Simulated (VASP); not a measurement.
Crystal: Zr.

```xyz
2
Lattice="3.2320 0.0000 0.0000 -1.6160 2.7990 0.0000 0.0000 0.0000 5.1470" Properties=species:S:1:pos:R:3 pbc="T T T"
Zr    1.6160    0.9330    3.8603
Zr    0.0000    1.8660    1.2868
```

* Program: VASP 6.6.1
* Task: relaxation of cell and atoms
* Functional: RPBE
* Potentials or basis: VASP PAW PBE potentials, release 64 (Zr_sv)
* Cutoff: 600 eV
* k mesh: 9 × 9 × 5
* Occupations: fermi-dirac, width 0.05 eV
* Spin: no spin polarisation

At the start: pressure 2.7 GPa; volume 23.28 Å³/atom.

Problem. How do energy, volume and symmetry change on relaxing?

Solution. Over 4 steps the energy falls by 5.8 meV/atom and the volume is 23.95 Å³/atom (+2.9 %); space group P6_3/mmc (No. 194, to 0.1 Å) before and after.

The path:
```tsv
step	energy change (eV)	largest force (eV/Å)	pressure (GPa)	volume (Å³)
1	0.0000	0.0000	2.72	46.56
2	-0.0007	0.0000	-2.46	49.28
3	-0.0115	0.0000	-0.02	47.92
4	-0.0116	0.0000	-0.02	47.91
```

Final structure:
```xyz
2
Lattice="3.2573 0.0000 0.0000 -1.6287 2.8209 0.0000 0.0000 0.0000 5.2136" Properties=species:S:1:pos:R:3 pbc="T T T"
Zr    1.6287    0.9403    3.9102
Zr    0.0000    1.8806    1.3034
```

Caveat: the PAW data sets were made with another functional, which shifts forces and pressure a little.
